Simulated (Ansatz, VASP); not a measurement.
# Two plane-wave programs on Ta3PbO

The input INCAR:

```
SYSTEM = Ta3PbO
ALGO = Normal
EDIFF = 1E-7
ENCUT = 520
GGA = PE
ISIF = 2
ISMEAR = 0
ISPIN = 2
LASPH = .True.
LCHARG = .False.
LMAXMIX = 4
LORBIT = 11
LREAL = .False.
LWAVE = .False.
MAGMOM = 1 1 1 0 0
NBANDS = 38
NELM = 150
PREC = Accurate
SIGMA = 0.1
```

Contents of KPOINTS:

```
k-points
0
Gamma
  4 4 4
  0 0 0
```

File POSCAR:

```
Ta3PbO
1.0
    4.6533508300      0.0000000000      0.0000000000
    0.0000000000      4.6533508300      0.0000000000
    0.0000000000      0.0000000000      5.1514563200
Ta Pb O
3 1 1
Direct
    0.0000000000      0.5000000000      0.5000000000
    0.5000000000      0.0000000000      0.5000000000
    0.5000000000      0.5000000000      0.0000000000
    0.5000000000      0.5000000000      0.5000000000
    0.0000000000      0.0000000000      0.5000000000
```

Input for Ansatz:

```yaml
crystal:
  lattice:
    - [4.65335083, 0.0, 0.0]
    - [0.0, 4.65335083, 0.0]
    - [0.0, 0.0, 5.15145632]
  atoms:
    - { symbol: Ta, position: [0.0, 0.5, 0.5], spin: 1.0 }
    - { symbol: Ta, position: [0.5, 0.0, 0.5], spin: 1.0 }
    - { symbol: Ta, position: [0.5, 0.5, 0.0], spin: 1.0 }
    - { symbol: Pb, position: [0.5, 0.5, 0.5] }
    - { symbol: O, position: [0.0, 0.0, 0.5] }
basis:
  ecutwfc: 420
kpoints:
  mp_grid: { grid: [4, 4, 4] }
hamiltonian:
  xc: pbe
scf:
  occupations: { method: gaussian, width: 0.1 }
  lower_state_search: "off"
output:
  forces: true
  stress: true
  eigenvalues: true
  populations: true
magnetization:
  spin_polarized: true
```

Alike in both runs: task single point; functional PBE; k mesh 4 × 4 × 4; occupations gaussian, width 0.1 eV; collinear spin.

```csv
,VASP,Ansatz
version,VASP 6.6.1,Ansatz 0.2.0
potentials or method,"VASP PAW PBE potentials, release 64 (Ta_pv, Pb_d, O), cutoff 520 eV","scalar-relativistic, plane waves, PAW"
valence electrons in the cell,53,59
```

```csv
,VASP,Ansatz,Ansatz less VASP
gap on the k mesh at the Fermi level (eV),none,none,-
net moment per atom (μB),0.12,0.12,+0.003
size of the moment on the site where the two differ most (μB),0.32,0.27,-0.055
```

Site moments also hang on the region over which each program counts them. A gap of «none» marks a metal or a gap that the smearing closes. The functional is the same, so the differences come from potentials, cutoffs and numerics. VASP's potentials hold 53 valence electrons a cell and Ansatz's 59, so a difference there can come from the potentials and not from the codes.

Spin-orbit coupling is off throughout.
